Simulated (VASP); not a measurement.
Set up this calculation in VASP 6.6.1, as the native input.

```
Task                   : single point
Functional             : PBE
Potentials or basis    : VASP PAW PBE potentials, release 64 (Se)
Cutoff                 : 520 eV
k mesh                 : 8 × 8 × 8, shifted
Occupations            : gaussian, width 0.1 eV
Spin                   : no spin polarisation
Dipole correction      : no
Further INCAR settings : ALGO = Normal; EDIFF = 1e-06; NBANDS = 9; ISYM = 0
```

The structure of Se lies in POSCAR:

```
Se
1.0
   -1.7034486149      1.7034486149      1.7034486149
    1.7034486149     -1.7034486149      1.7034486149
    1.7034486149      1.7034486149     -1.7034486149
Se
1
Direct
    0.0000000000      0.0000000000      0.0000000000
```

This isn't the form of Se at room conditions, which is trigonal, of chains.

One way to write it, as run:

INCAR

```
SYSTEM = Se
PREC = Accurate
ENCUT = 520
EDIFF = 1E-6
ISMEAR = 0
SIGMA = 0.1
LREAL = .False.
LASPH = .True.
NELM = 80
ALGO = Normal
ISIF = 2
LWAVE = .False.
LCHARG = .False.
GGA = PE
NBANDS = 9
ISYM = 0
```

KPOINTS

```
Automatic mesh
0
Gamma
  8 8 8
  0 0 0.5
```

Potentials or basis: VASP PAW PBE potentials, release 64 (Se).

Run with:

```console
$ cat potpaw_PBE.64/Se/POTCAR > POTCAR
$ mpirun -np 1 vasp_std > vasp.out
```

Results of the run:

The pressure is 2.3 GPa. The band gap on the k mesh is zero (bands 3 and 4 overlap by 6.06 eV).

Wall time 3.8 min on 1 thread of Intel Xeon 8259CL, with other jobs on the host, peak memory 0.37 GiB.
